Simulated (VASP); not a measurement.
Runs of VASP 6.6.1 on As. The structure is that of space group Im-3m (No. 229), or close to it. The cells are those of the table. 

```csv
task,spin,cell,k mesh,cutoff (eV),gap on the mesh (eV),pressure (GPa)
single point,off,"a = 2.961 Å, angles 109.5°, 1 atom",15 × 15 × 15,520,none,-8.3
single point,off,"a = 2.888 Å, angles 109.5°, 1 atom",15 × 15 × 15,520,none,-3.2
single point,off,"a = 2.773 Å, angles 109.5°, 1 atom",15 × 15 × 15,520,none,10.3
single point,off,"a = 2.732 Å, angles 109.5°, 1 atom",15 × 15 × 15,520,none,17.2
single point,off,"a = 2.812 Å, angles 109.5°, 1 atom",15 × 15 × 15,520,none,(b)
single point,off,"a = 2.851 Å, angles 109.5°, 1 atom",13 × 13 × 13,520,none,0.3
single point,"non-collinear, zero start, SOC","a = 2.851 Å, angles 109.5°, 1 atom",13 × 13 × 13,520,-,0.3
single point,off,"a = 2.925 Å, angles 109.5°, 1 atom",15 × 15 × 15,520,none,-6.1
relaxation of cell and atoms,off,"relaxed from a = 2.875 Å, angles 109.5°, 1 atom",13 × 13 × 13,600,none,0.0
single point,off,"a = 2.851 Å, angles 109.5°, 1 atom",15 × 15 × 15,520,none,0.3
single point,off,"a = 2.851 Å, angles 109.5°, 1 atom",22 × 22 × 22,520,none,(a)
```

Alike in all rows: level LDA; potentials or basis VASP PAW LDA potentials, release 64 (As); smearing fermi-dirac 0.1 eV.

Problem. Fill in the values left out.

Solution. (a) 0.6; (b) 4.7.

A k mesh can miss the band edges, and rows without SOC leave out spin-orbit coupling on As.

A gap of «none» marks levels without a gap at the run's occupations.
